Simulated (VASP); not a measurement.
Set up this calculation in VASP 6.6.1, as the native input.

| Item | Value |
| --- | --- |
| Task | relaxation of cell and atoms |
| Functional | PBEsol |
| Potentials or basis | VASP PAW PBE potentials, release 64 (Na_pv) |
| Cutoff | 600 eV |
| k mesh | 6 × 6 × 4 |
| Occupations | methfessel-paxton, width 0.05 eV |
| Spin | no spin polarisation |
| Target pressure | 5 GPa |
| Dipole correction | no |
| Further INCAR settings | ALGO = Normal; EDIFF = 1e-06; IBRION = 2; EDIFFG = -0.02; NSW = 80; ISIF = 3 |

The structure of Na lies in POSCAR:

```
Na
1.0
    3.8100000000      0.0000000000      0.0000000000
   -1.9050000000      3.2995567884      0.0000000000
    0.0000000000      0.0000000000      6.2217300000
Na
2
Direct
    0.3333333333      0.6666666667      0.2500000000
    0.6666666667      0.3333333333      0.7500000000
```

This isn't the form of Na at room conditions, which is bcc.

The input as run:

INCAR

```
SYSTEM = Na
PREC = Accurate
ENCUT = 600
EDIFF = 1E-6
ISMEAR = 1
SIGMA = 0.05
LREAL = .False.
LASPH = .True.
NELM = 80
ALGO = Normal
ISIF = 3
LWAVE = .False.
LCHARG = .False.
GGA = PS
IBRION = 2
NSW = 80
EDIFFG = -0.02
PSTRESS = 50.0
```

KPOINTS

```
Automatic mesh
0
Gamma
  6 6 4
  0 0 0
```

Potentials or basis: VASP PAW PBE potentials, release 64 (Na_pv).

The run is started by

```console
$ cat potpaw_PBE.64/Na_pv/POTCAR > POTCAR
$ mpirun -np 1 vasp_std > vasp.out
```

Results of the run:

```json
{
  "Relaxed volume": "25.87 Å³/atom",
  "Relaxed cell": "a = 3.357 Å, b = 3.357 Å, c = 5.302 Å, α = 90.00°, β = 90.00°, γ = 120.00°",
  "Space group after relaxing (to 0.1 Å)": "P6_3/mmc (No. 194)",
  "Energy change on relaxing (the run minimises the enthalpy)": "+116.0 meV/atom",
  "Ionic steps": "8",
  "Pressure after relaxing": "5.0 GPa",
  "Band gap on the k mesh": "zero (bands 7 and 8 overlap by 5.22 eV)"
}
```

Caveat: the cell is relaxed towards a set pressure, so the run minimises the enthalpy, not the energy; the volume moved by over 15 % at a fixed basis, so the end points are rough; the PAW data sets were made with another functional, which shifts forces and pressure a little.

Wall time 56 s on 1 thread of Intel(R) Xeon(R) Platinum 8488C (Sapphire Rapids), with other jobs on the host, peak memory 0.2 GiB.
